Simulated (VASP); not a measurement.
The system is Ba.

```xyz
1
Lattice="4.0716 0.0000 0.0000 0.0000 4.0716 0.0000 0.0000 0.0000 4.0716" Properties=species:S:1:pos:R:3 pbc="T T T"
Ba    0.0000    0.0000    0.0000
```

This isn't the form of Ba at room conditions, which is bcc.

| Item | Value |
| --- | --- |
| Program | VASP 6.6.1 |
| Task | relaxation of cell and atoms |
| Functional | LDA |
| Potentials or basis | VASP PAW LDA potentials, release 64 (Ba_sv) |
| Cutoff | 600 eV |
| k mesh | 8 × 8 × 8 |
| Occupations | fermi-dirac, width 0.1 eV |
| Spin | no spin polarisation |

At the start: pressure -1.5 GPa; volume 67.50 Å³/atom.

Where does the relaxation end?

Over 5 steps the energy falls by 87.4 meV/atom and the volume is 52.05 Å³/atom (-22.9 %); space group Pm-3m (No. 221, to 0.1 Å) before and after.

Step by step:
| step | energy change (eV) | largest force (eV/Å) | pressure (GPa) | volume (Å³) |
| --- | --- | --- | --- | --- |
| 1 | 0.0000 | 0.0000 | -1.51 | 67.50 |
| 2 | -0.0501 | 0.0000 | -1.13 | 61.49 |
| 3 | -0.0839 | 0.0000 | -0.41 | 54.68 |
| 4 | -0.0873 | 0.0000 | 0.07 | 51.64 |
| 5 | -0.0874 | 0.0000 | -0.01 | 52.05 |

Final structure:
```cif
data_structure
_symmetry_space_group_name_H-M 'P 1'
_symmetry_Int_Tables_number 1
_cell_length_a 3.7338
_cell_length_b 3.7338
_cell_length_c 3.7338
_cell_angle_alpha 90.000
_cell_angle_beta 90.000
_cell_angle_gamma 90.000
_cell_volume 52.05
loop_
_atom_site_label
_atom_site_type_symbol
_atom_site_fract_x
_atom_site_fract_y
_atom_site_fract_z
_atom_site_occupancy
Ba1 Ba 0.00000 0.00000 0.00000 1
```

Caveat: the volume moved by over 15 % at a fixed basis, so the end points are rough.
